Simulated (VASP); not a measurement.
## TlBr: single point with PBE+D3(BJ)

The system is TlBr.

```
Tl Br
1.0
     3.93980    0.00000    0.00000
     0.00000    3.93980    0.00000
     0.00000    0.00000    3.93980
Tl Br
1 1
Direct
  0.00000 0.00000 0.00000
  0.50000 0.50000 0.50000
```

```json
{
  "Program": "VASP 6.6.1",
  "Task": "single point",
  "Functional": "PBE",
  "Dispersion": "D3(BJ)",
  "Potentials or basis": "VASP PAW PBE potentials, release 64 (Tl_d, Br)",
  "Cutoff": "520 eV",
  "k mesh": "8 × 8 × 8",
  "Occupations": "gaussian, width 0.02 eV",
  "Spin": "no spin polarisation",
  "Dipole correction": "no",
  "Further INCAR settings": "ALGO = Normal; EDIFF = 1e-07; NBANDS = 17"
}
```

```yaml
Pressure: 0.6 GPa
Band_gap_on_the_k_mesh: 1.78 eV
Dispersion_energy_per_atom: -0.282 eV
```

Levels at points of the mesh, in eV from the valence-band top:
```
           k point  band 6  band 7  band 8  band 9  band 10  band 11  band 12  band 13  band 14  band 15
(0.00, 0.00, 0.00)   -9.98   -4.73   -1.44   -1.44    -1.44     6.92     6.92     7.33     7.33     7.33
(0.50, 0.00, 0.00)   -9.97   -5.73   -0.91   -0.91     0.00     1.78     5.75     5.75     7.89    10.45
(0.50, 0.50, 0.00)   -9.92   -3.81   -3.15   -3.15    -0.83     4.90     4.90     7.48     7.67    10.44
(0.50, 0.50, 0.50)   -9.92   -2.75   -2.08   -2.08    -2.08     2.01     2.01     2.01    13.00    13.00
```

Run time: 16 s on 1 thread of AMD EPYC 9R45 (Zen 5) (shared host), peak memory 0.16 GiB.

Caveat: spin-orbit coupling is left out, which moves the levels of the heavy elements. A k mesh can miss the band edges.
